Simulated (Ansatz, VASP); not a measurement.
# One calculation of Sc, two programs

Contents of INCAR:

```
SYSTEM = Sc
  PREC = Accurate
  ENCUT = 520
  EDIFF = 1E-7
  ISMEAR = -1
  SIGMA = 0.1
  LREAL = .FALSE.
  LASPH = .TRUE.
  NELM = 100
  ALGO = Normal
  ISIF = 2
  LWAVE = .FALSE.
  LCHARG = .FALSE.
  GGA = B5
  ALDAX = 1.0
  AGGAX = 1.0
  AGGAC = 1.0
  ALDAC = 0.0
  NBANDS = 18
```

KPOINTS

```
regular mesh
0
G
  9 9 9
  0 0 0
```

The input POSCAR:

```
Sc
1.0
    0.0000000000      3.5768074215      3.5768074215
    3.5768074215      0.0000000000      3.5768074215
    3.5768074215      3.5768074215      0.0000000000
Sc
2
Direct
    0.1250000000      0.1250000000      0.1250000000
    0.8750000000      0.8750000000      0.8750000000
```

Input for Ansatz:

```yaml
crystal:
  lattice:
    - [0.0, 3.5768074215, 3.5768074215]
    - [3.5768074215, 0.0, 3.5768074215]
    - [3.5768074215, 3.5768074215, 0.0]
  atoms:
    - { symbol: Sc, position: [0.125, 0.125, 0.125] }
    - { symbol: Sc, position: [0.875, 0.875, 0.875] }
hamiltonian:
  xc: blyp
  pseudopotentials:
    kind: paw
    azcp:
      Sc: "pseudopotentials/Sc.paw.azcp"
basis:
  ecutwfc: 420
  fft_grid_basis: typed
kpoints:
  mp_grid: { grid: [9, 9, 9], shift: [0, 0, 0] }
magnetization:
  spin_polarized: false
scf:
  occupations: { method: fermi_dirac, width: 0.1 }
  lower_state_search: "off"
output:
  stress: true
```

Alike in both runs: task single point; functional BLYP; k mesh 9 × 9 × 9; occupations fermi-dirac, width 0.1 eV; no spin polarisation.

```csv
,VASP,Ansatz
version,VASP 6.6.1,Ansatz 0.2.0
potentials or method,"VASP PAW PBE potentials, release 64 (Sc_sv), cutoff 520 eV","plane waves (420 eV) with PAW, scalar-relativistic"
valence electrons in the cell,22,22
```

```csv
,VASP,Ansatz,Ansatz less VASP
pressure (GPa),-0.7,-0.7,+0.04
```

VASP's potentials were made for PBE, not for BLYP.
